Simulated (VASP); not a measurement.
A run of VASP 6.6.1 is set up as follows.

INCAR

```
PREC = Accurate
ENCUT = 520
EDIFF = 1E-6
ISMEAR = -1
SIGMA = 0.1
LREAL = False
LASPH = True
NELM = 80
ALGO = Normal
ISIF = 2
LWAVE = False
LCHARG = False
GGA = PE
NBANDS = 11
```

KPOINTS

```
Automatic mesh
0
Gamma
  15 15 15
```

File POSCAR:

```
BP
1.0
    2.3404976170      0.0000000000      0.0000000000
    0.0000000000      2.3404976170      0.0000000000
    0.0000000000      0.0000000000      2.3404976170
B P
1 1
Direct
    0.0000000000      0.0000000000      0.0000000000
    0.5000000000      0.5000000000      0.5000000000
```

Potentials or basis: VASP PAW PBE potentials, release 64 (B, P).

Launch:

```sh
$ cat potpaw_PBE.64/B/POTCAR potpaw_PBE.64/P/POTCAR > POTCAR
$ mpirun -np 1 vasp_std > vasp.out
```

(1) Predict the pressure.

(2) What does it give for the band gap on the k mesh?

Results:

(1) 143.7 GPa.

(2) zero (band 4 reaches 20.13 eV, above the bottom of band 5 at 12.45 eV).
